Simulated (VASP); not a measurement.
A run of VASP 6.6.1 is set up as follows.

File INCAR:

```
SYSTEM = TaN
PREC     = Accurate       ! precision mode
ENCUT    = 520            ! plane-wave cutoff, eV
EDIFF    = 1E-6           ! SCF threshold, eV
ISMEAR   = -1             ! smearing method
SIGMA    = 0.02           ! smearing width, eV
LREAL    = .False.        ! projectors in reciprocal space
LASPH    = .True.         ! aspherical terms in the spheres
NELM     = 100            ! most SCF steps
ALGO     = Normal         ! electronic algorithm
ISIF     = 2              ! what is computed and relaxed
LWAVE    = .False.        ! write WAVECAR
LCHARG   = .True.         ! write CHGCAR
GGA      = CA             ! functional
LELF     = .True.         ! ELF
LVHAR    = .True.       
NBANDS   = 15             ! bands
```

Contents of KPOINTS:

```
Automatic mesh
0
Gamma
  12 12 10
  0 0 0
```

File POSCAR:

```
TaN
1.0
    2.9956213083      0.0000000000      0.0000000000
   -1.4978106541      2.5942841531      0.0000000000
    0.0000000000      0.0000000000      2.9395437670
Ta N
1 1
Direct
    0.3333333333      0.6666666667      0.5000000000
    0.0000000000      0.0000000000      0.0000000000
```

Potentials or basis: VASP PAW LDA potentials, release 64 (Ta_pv, N).

Launch:

```console
$ cat potpaw_LDA.64/Ta_pv/POTCAR potpaw_LDA.64/N/POTCAR > POTCAR
$ mpirun -np 1 vasp_std > vasp.out
```

(1) Estimate the pressure.

(2) Predict the band gap on the k mesh.

Results:

(1) -27.1 GPa.

(2) zero (band 8 reaches 7.85 eV, above the bottom of band 9 at 7.39 eV).

Caveat: spin-orbit coupling is left out, which moves the levels of the heavy elements.
